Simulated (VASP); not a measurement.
Here is a VASP 6.6.1 calculation.

File INCAR:

```
SYSTEM = FeO
ALGO = Normal
EDIFF = 1E-6
ENCUT = 600
GGA = CA
GGA_COMPAT = .FALSE.
ISIF = 2
ISMEAR = -1
ISPIN = 2
LASPH = .TRUE.
LCHARG = .FALSE.
LMAXMIX = 4
LORBIT = 11
LREAL = .FALSE.
LWAVE = .FALSE.
MAGMOM = 3 0
NBANDS = 22
NELM = 200
PREC = Accurate
SIGMA = 0.05
```

KPOINTS

```
k-points
0
G
  9 9 9
  0 0 0
```

File POSCAR:

```
FeO
1.0
    1.5188209023      0.8768916568      2.5195772846
   -1.5188209023      0.8768916568      2.5195772846
    0.0000000000     -1.7537833136      2.5195772846
Fe O
1 1
Direct
    0.0000000000      0.0000000000      0.0000000000
    0.5000000000      0.5000000000      0.5000000000
```

Potentials or basis: VASP PAW LDA potentials, release 64 (Fe_sv, O).

Launch:

```console
$ cat potpaw_LDA.64/Fe_sv/POTCAR potpaw_LDA.64/O/POTCAR > POTCAR
$ mpirun -np 1 vasp_std > vasp.out
```

Question: Estimate the pressure.

Answer: -18.6 GPa.

Question: Estimate the net moment.

Answer: 3.99 μB per cell.

Stress tensor (GPa, compression positive):
```
-18.16   0.00   0.00
  0.00 -18.16   0.00
  0.00   0.00 -19.39
```

Caveat: the cell stands under tension; a cell with one magnetic atom can't hold antiferromagnetic order, which such compounds often take.
